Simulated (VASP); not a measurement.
# SrCl2 (Fm-3m) in VASP: notebook, part 2 of 2

VASP 6.6.1. The steps go on from the part before.

## Step 3: Single point, PBE (volume scaled by 0.91)

File INCAR:

```
SYSTEM = SrCl2
PREC     = Accurate       ! precision mode
ENCUT    = 520            ! plane-wave cutoff, eV
EDIFF    = 1E-6           ! SCF threshold, eV
ISMEAR   = 0              ! smearing method
SIGMA    = 0.02           ! smearing width, eV
LREAL    = .False.        ! projectors in reciprocal space
LASPH    = .True.         ! aspherical terms in the spheres
NELM     = 80             ! most SCF steps
ALGO     = Normal         ! electronic algorithm
ISIF     = 2              ! what is computed and relaxed
LWAVE    = .False.        ! write WAVECAR
LCHARG   = .True.         ! write CHGCAR
GGA      = PE             ! functional
LELF     = .True.         ! ELF
LVHAR    = .True.       
NBANDS   = 19             ! bands
```

File KPOINTS:

```
Automatic mesh
0
Gamma
  6 6 6
  0 0 0
```

File POSCAR:

```
SrCl2
1.0
    0.0000000000      3.4103015867      3.4103015867
    3.4103015867      0.0000000000      3.4103015867
    3.4103015867      3.4103015867      0.0000000000
Sr Cl
1 2
Direct
    0.0000000000      0.0000000000      0.0000000000
    0.2500000000      0.2500000000      0.2500000000
    0.7500000000      0.7500000000      0.7500000000
```

Potentials or basis: VASP PAW PBE potentials, release 64 (Sr_sv, Cl).

Run with:

```sh
$ cat potpaw_PBE.64/Sr_sv/POTCAR potpaw_PBE.64/Cl/POTCAR > POTCAR
$ mpirun -np 1 vasp_std > vasp.out
```

OUTCAR:

```text
SYSTEM = SrCl2
   PREC = Accurate
   ENCUT = 520
   EDIFF = 1E-6
   ISMEAR = 0
   LREAL = .False.
   LASPH = .True.
   NELM = 80
   ISIF = 2
   GGA = PE

 ion  position               nearest neighbor table
   1  0.000  0.000  0.000-   3 2.95   3 2.95   3 2.95   2 2.95   2 2.95   2 2.95   3 2.95   2 2.95

   2  0.250  0.250  0.250-   1 2.95   1 2.95   1 2.95   1 2.95
   3  0.750  0.750  0.750-   1 2.95   1 2.95   1 2.95   1 2.95

  LATTYP: Found a face centered cubic cell.
 ALAT       =     6.8206031734

  Lattice vectors:

 A1 = (   0.0000000000,   3.4103015867,   3.4103015867)
 A2 = (   3.4103015867,   0.0000000000,   3.4103015867)
 A3 = (   3.4103015867,   3.4103015867,   0.0000000000)

Analysis of symmetry for initial positions (statically):
=====================================================================
 Subroutine PRICEL returns:
 Original cell was already a primitive cell.

 Routine SETGRP: Setting up the symmetry group for a
 face centered cubic supercell.

 Subroutine GETGRP returns: Found 48 space group operations
 (whereof 48 operations were pure point group operations)
 out of a pool of 48 trial point group operations.

The static configuration has the point symmetry O_h .

Analysis of symmetry for dynamics (positions and initial velocities):
=====================================================================
 Subroutine PRICEL returns:
 Original cell was already a primitive cell.

 Routine SETGRP: Setting up the symmetry group for a
 face centered cubic supercell.

 Subroutine GETGRP returns: Found 48 space group operations
 (whereof 48 operations were pure point group operations)
 out of a pool of 48 trial point group operations.

The dynamic configuration has the point symmetry O_h .

 Subroutine INISYM returns: Found 48 space group operations
 (whereof 48 operations are pure point group operations),
 and found     1 'primitive' translations

----------------------------------------------------------------------------------------

                                     Primitive cell

  volume of cell :      79.3247

  direct lattice vectors                    reciprocal lattice vectors
     0.000000000  3.410301587  3.410301587    -0.146614599  0.146614599  0.146614599
     3.410301587  0.000000000  3.410301587     0.146614599 -0.146614599  0.146614599
     3.410301587  3.410301587  0.000000000     0.146614599  0.146614599 -0.146614599

  length of vectors
     4.822894756  4.822894756  4.822894756     0.253943935  0.253943935  0.253943935

  position of ions in fractional coordinates (direct lattice)
     0.000000000  0.000000000  0.000000000
     0.250000000  0.250000000  0.250000000
     0.750000000  0.750000000  0.750000000

  ion indices of the primitive-cell ions
   primitive index   ion index
                 1           1
                 2           2
                 3           3

----------------------------------------------------------------------------------------

 KPOINTS: Automatic mesh

Automatic generation of k-mesh.
 Grid dimensions read from file:
 generate k-points for:    6    6    6

 Generating k-lattice:

  Cartesian coordinates                     Fractional coordinates (reciprocal lattice)
    -0.024435767  0.024435767  0.024435767     0.166666667  0.000000000  0.000000000
     0.024435767 -0.024435767  0.024435767     0.000000000  0.166666667  0.000000000
     0.024435767  0.024435767 -0.024435767     0.000000000  0.000000000  0.166666667

  Length of vectors
     0.042323989  0.042323989  0.042323989

  Shift w.r.t. Gamma in fractional coordinates (k-lattice)
     0.000000000  0.000000000  0.000000000

 Subroutine IBZKPT returns following result:
 ===========================================

 Found     16 irreducible k-points:

 Following reciprocal coordinates:
            Coordinates               Weight
  0.000000  0.000000  0.000000      1.000000
  0.166667  0.000000  0.000000      8.000000
  0.333333  0.000000  0.000000      8.000000
  0.500000  0.000000  0.000000      4.000000
  0.166667  0.166667  0.000000      6.000000
  0.333333  0.166667  0.000000     24.000000
[... 8 lines left out ...]
 -0.333333  0.333333  0.166667     24.000000
 -0.333333  0.500000  0.166667     12.000000
   k-points           NKPTS =     16   k-points in BZ     NKDIM =     16   number of bands    NBANDS=     19
   number of dos      NEDOS =    301   number of ions     NIONS =      3
   total plane-waves  NPLWV =  46656
   dimension x,y,z NGX =    36 NGY =   36 NGZ =   36
   dimension x,y,z NGXF=    72 NGYF=   72 NGZF=   72
   ions per type =               1   2
   NGX,Y,Z   is equivalent  to a cutoff of  12.41, 12.41, 12.41 a.u.
   NGXF,Y,Z  is equivalent  to a cutoff of  24.82, 24.82, 24.82 a.u.
 SYSTEM =  SrCl2
   PREC   = accura    normal or accurate (medium, high low for compatibility)
   ISTART =      0    job   : 0-new  1-cont  2-samecut
   ICHARG =      2    charge: 1-file 2-atom 10-const
   ISPIN  =      1    spin polarized calculation?
   LNONCOLLINEAR =      F non collinear calculations
   LSORBIT =      F    spin-orbit coupling
   LASPH  =      T    aspherical Exc in radial PAW
   ENCUT  =  520.0 eV  38.22 Ry    6.18 a.u.   8.97  8.97  8.97*2*pi/ulx,y,z
   NELM   =     80;   NELMIN=  2; NELMDL= -5     # of ELM steps
   EDIFF  = 0.1E-05   stopping-criterion for ELM
   LREAL  =      F    real-space projection
   EDIFFG = 0.1E-04   stopping-criterion for IOM
   NSW    =      0    number of steps for IOM
   IBRION =     -1    ionic relax: 0-MD 1-quasi-New 2-CG
   NFREE  =      0    steps in history (QN), initial steepest desc. (CG)
   ISIF   =      2    stress and relaxation
   ISYM   =      2    0-nonsym 1-usesym 2-fastsym
   POTIM  = 0.5000    time-step for ionic-motion
   TEBEG  =    0.0;   TEEND  =   0.0 temperature during run
   PSTRESS=    0.0 pullay stress
   NELECT =      24.0000    total number of electrons
   NUPDOWN=      -1.0000    fix difference up-down
   EMIN   =  10.00;   EMAX   =-10.00  energy-range for DOS
   EFERMI =   0.00;   METHOD = LEGACY
   ISMEAR =     0;   SIGMA  =   0.02  broadening in eV -4-tet -1-fermi 0-gaus
   EFERMI_NEDOS =   21; number of points for ismear=-14 and -15
   IALGO  =     38    algorithm
   IMIX   =      4    mixing-type and parameters
     AMIX     =   0.40;   BMIX     =  1.00
     AMIX_MAG =   1.60;   BMIX_MAG =  1.00
  volume/ion in A,a.u.               =      26.44       178.44
  Fermi-wavevector in a.u.,A,eV,Ry     =   1.099029  2.076864 16.433996  1.207865
  Thomas-Fermi vector in A             =   2.235417
   LORBIT       =      0    0 simple, 1 ext, 2 COOP (PROOUT), +10 PAW based schemes
   GGA     = PE    functional components
   LHFCALC =     F    Hartree Fock is set to
   AEXX    =    0.0000 exact exchange contribution
   IVDW    =     0    specifies the selected vdW correction
   LEPSILON=     F    determine dielectric tensor
   LRPA    =     F    only Hartree local field effects (RPA)
 non-spin polarized calculation
 Gauss-broadening in eV      SIGMA  =   0.02
  energy-cutoff  :      520.00
  volume of cell :       79.32
 maximum number of plane-waves:      2158
   NGX = 17   NGY = 17   NGZ = 17

 number of electron      23.9999997 magnetization

 Free energy of the ion-electron system (eV)
  ---------------------------------------------------
  ext. energy  EPLUGINS =         0.00000000
  ---------------------------------------------------
  free energy    TOTEN  =       -12.69339424 eV

  energy without entropy =      -12.69339424  energy(sigma->0) =      -12.69339424

 E-fermi :   0.7689     XC(G=0):  -8.5795

 val. band max:        0.6181283780   @ k =   0.5000   0.5000   0.0000
 cond. band min:       6.0829254214   @ k =   0.5000   0.5000   0.0000
 fundamental gap:      5.4647970434
 Fermi energy:         0.7689026202

 k-point     1 :       0.0000    0.0000    0.0000
  band No.  band energies     occupation
      1     -32.0554      2.00000
      2     -14.0791      2.00000
      3     -14.0791      2.00000
      4     -14.0791      2.00000
      5     -12.9095      2.00000
      6     -11.9120      2.00000
[... 11 lines left out ...]
     18       9.7648      0.00000
     19      10.3417      0.00000
[... 309 lines left out ...]
 k-point    16 :      -0.3333    0.5000    0.1667
  band No.  band energies     occupation
      1     -32.0488      2.00000
      2     -14.4957      2.00000
      3     -14.2631      2.00000
      4     -14.1262      2.00000
      5     -12.1605      2.00000
      6     -11.9725      2.00000
[... 11 lines left out ...]
     18      10.6505      0.00000
     19      10.9920      0.00000

------------------------ aborting loop because EDIFF is reached ----------------------------------------

  FORCE on cell =-STRESS in cart. coord.  units (eV):
  Direction    XX          YY          ZZ          XY          YZ          ZX
  --------------------------------------------------------------------------------------
  -------------------------------------------------------------------------------------
  Total        2.0325048      2.0325048      2.0325048     -0.0000000     -0.0000000     -0.0000000
  in kB       41.0519512     41.0519512     41.0519512     -0.0000000     -0.0000000     -0.0000000
  external PRESSURE =      41.0519512 kB  Pullay stress =       0.0000000 kB

 VOLUME and BASIS-vectors are now :
 -----------------------------------------------------------------------------
  energy-cutoff  :      520.00
  volume of cell :       79.32
      direct lattice vectors                 reciprocal lattice vectors
     0.000000000  3.410301587  3.410301587    -0.146614599  0.146614599  0.146614599
     3.410301587  0.000000000  3.410301587     0.146614599 -0.146614599  0.146614599
     3.410301587  3.410301587  0.000000000     0.146614599  0.146614599 -0.146614599

 POSITION                                       TOTAL-FORCE (eV/Angst)
 -----------------------------------------------------------------------------------
      0.00000      0.00000      0.00000        -0.000000     -0.000000     -0.000000
      1.70515      1.70515      1.70515        -0.000000      0.000000     -0.000000
      5.11545      5.11545      5.11545         0.000000     -0.000000      0.000000
 -----------------------------------------------------------------------------------
    total drift:                                0.000000      0.000000      0.000000

  FREE ENERGIE OF THE ION-ELECTRON SYSTEM (eV)
  ---------------------------------------------------
  free  energy   TOTEN  =       -12.6933942375 eV

  energy  without entropy=      -12.6933942375  energy(sigma->0) =      -12.69339424
```

It took 28 s on 1 thread of Intel Xeon Platinum 8488C (Sapphire Rapids), shared host; peak memory 0.2 GiB.

Results:

```
Free energy            : -12.6934 eV
Pressure               : 4.1 GPa
Band gap on the k mesh : 5.46 eV, direct
```
